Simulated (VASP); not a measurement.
## TaN (zincblende type): relaxation of cell and atoms with PBE

Crystal: TaN (zincblende type).

```
Ta N
1.0
     0.00000    1.92798    1.92798
     1.92798    0.00000    1.92798
     1.92798    1.92798    0.00000
Ta N
1 1
Direct
  0.00000 0.00000 0.00000
  0.25000 0.25000 0.25000
```

```json
{"Program": "VASP 6.6.1", "Task": "relaxation of cell and atoms", "Functional": "PBE", "Potentials or basis": "VASP PAW PBE potentials, release 64 (Ta_pv, N)", "Cutoff": "600 eV", "k mesh": "17 × 17 × 17", "Occupations": "fermi-dirac, width 0.1 eV", "Spin": "no spin polarisation", "Target pressure": "440 GPa", "Dipole correction": "no", "Further INCAR settings": "ALGO = Normal; EDIFF = 1e-06; IBRION = 2; EDIFFG = -0.005; NSW = 60; ISIF = 3"}
```

| Quantity | Value |
| --- | --- |
| Relaxed volume | 7.67 Å³/atom |
| Relaxed cell | a = 2.790 Å, b = 2.790 Å, c = 2.790 Å, α = 60.00°, β = 60.00°, γ = 60.00° |
| Space group after relaxing (to 0.05 Å) | F-43m (No. 216) |
| Energy change on relaxing (the enthalpy is what falls) | -1585.6 meV/atom |
| Ionic steps | 5 |
| Pressure after relaxing | 440.0 GPa |
| Band gap on the k mesh | zero (band 8 reaches 14.72 eV, above the bottom of band 9 at 12.49 eV) |

The path:
| step | energy change (eV) | largest force (eV/Å) | pressure (GPa) | volume (Å³) |
| --- | --- | --- | --- | --- |
| 1 | 0.0000 | 0.0000 | 564.89 | 14.33 |
| 2 | -12.8476 | 0.0000 | -21.65 | 29.33 |
| 3 | -4.5142 | 0.0000 | 387.60 | 15.87 |
| 4 | -3.2306 | 0.0000 | 437.68 | 15.37 |
| 5 | -3.1713 | 0.0000 | 439.96 | 15.35 |

Final structure:
```cif
data_structure
_symmetry_space_group_name_H-M 'P 1'
_symmetry_Int_Tables_number 1
_cell_length_a 2.7896
_cell_length_b 2.7896
_cell_length_c 2.7896
_cell_angle_alpha 60.000
_cell_angle_beta 60.000
_cell_angle_gamma 60.000
_cell_volume 15.35
loop_
_atom_site_label
_atom_site_type_symbol
_atom_site_fract_x
_atom_site_fract_y
_atom_site_fract_z
_atom_site_occupancy
Ta1 Ta 0.00000 0.00000 0.00000 1
N1 N 0.25000 0.25000 0.25000 1
```

Levels at points of the mesh, in eV from the Fermi level:
| k point | band 5 | band 6 | band 7 | band 8 | band 9 | band 10 | band 11 | band 12 |
| --- | --- | --- | --- | --- | --- | --- | --- | --- |
| (0.00, 0.00, 0.00) | -11.50 | -11.50 | -11.50 | -0.29 | 0.72 | 0.72 | 8.74 | 8.74 |

It took 38 s on 1 thread of Intel(R) Xeon(R) 6975P-C (Granite Rapids) (shared host), peak memory 0.18 GiB.

Caveat: the cell is relaxed towards a set pressure, so the enthalpy falls and the energy may rise; spin-orbit coupling is left out, which moves the levels of the heavy elements.
